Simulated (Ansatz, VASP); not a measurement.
Two plane-wave programs on NaSnCl3

```
Na Sn Cl
1.0
     5.47217    0.00000    0.00000
     0.00000    5.47217    0.00000
     0.00000    0.00000    5.47217
Na Sn Cl
1 1 3
Direct
  0.00000 0.00000 0.00000
  0.50000 0.50000 0.50000
  0.50000 0.50000 0.00000
  0.50000 0.00000 0.50000
  0.00000 0.50000 0.50000
```

Alike in both runs: task single point; functional r2SCAN; k mesh 4 × 4 × 4; no spin polarisation.

|  | VASP | Ansatz |
| --- | --- | --- |
| version | VASP 6.6.1 | Ansatz 0.2.0 |
| potentials or method | VASP PAW PBE potentials, release 64 (Na_pv, Sn_d, Cl) | plane waves, PAW |
| plane-wave cutoff (eV) | 520 | 500 |
| occupations | gaussian, width 0.01 eV | fixed |
| valence electrons in the cell | 42 | 44 |

```tsv
	VASP	Ansatz	Ansatz less VASP
gap on the k mesh at the Fermi level (eV)	0.74	0.73	-0.010
pressure (GPa)	0.8	0.8	+0.02
```

VASP's potentials were made for PBE, not for r2SCAN. VASP's potentials hold 42 valence electrons a cell and Ansatz's 44, so a difference there can come from the potentials and not from the codes.
